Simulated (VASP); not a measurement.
A run of VASP 6.6.1 is set up as follows.

File INCAR:

```
SYSTEM = ZrGaH3
PREC = Accurate ; ENCUT = 600
EDIFF = 1E-6 ; ISMEAR = 0
SIGMA = 0.1 ; LREAL = .FALSE.
LASPH = .TRUE. ; NELM = 100
ALGO = Normal ; ISIF = 3
LWAVE = .FALSE. ; LCHARG = .FALSE.
GGA = PE ; IBRION = 2
NSW = 90 ; EDIFFG = -0.04
```

The input KPOINTS:

```
Automatic mesh
0
G
  6 6 4
  0 0 0
```

POSCAR

```
ZrGaH3
1.0
    3.2671800400      0.0000000000      0.0000000000
   -1.6335900200      2.8294609200      0.0000000000
    0.0000000000      0.0000000000      4.3885796400
Zr Ga H
1 1 3
Direct
    0.0000000000      0.0000000000      0.5000000000
    0.0000000000      0.0000000000      0.0000000000
    0.5000000000      0.0000000000      0.5000000000
    0.0000000000      0.5000000000      0.5000000000
    0.5000000000      0.5000000000      0.5000000000
```

Potentials or basis: VASP PAW PBE potentials, release 64 (Zr_sv, Ga_d, H).

Run with:

```console
$ cat potpaw_PBE.64/Zr_sv/POTCAR potpaw_PBE.64/Ga_d/POTCAR potpaw_PBE.64/H/POTCAR > POTCAR
$ mpirun -np 1 vasp_std > vasp.out
```

**Question.** Predict the relaxed cell.

**Answer.** a = 3.894 Å, b = 3.894 Å, c = 5.731 Å, α = 90.00°, β = 90.00°, γ = 120.00°.

**Question.** Predict the relaxed volume.

**Answer.** 15.05 Å³/atom.

Stress tensor (GPa, compression positive):
```
-0.03  0.00  0.00
 0.00 -0.03  0.00
 0.00  0.00 -0.41
```

Caveat: the k points lie up to 0.31 Å⁻¹ apart in the final cell; the volume moved by over 15 % at a fixed basis, so the end points are rough.
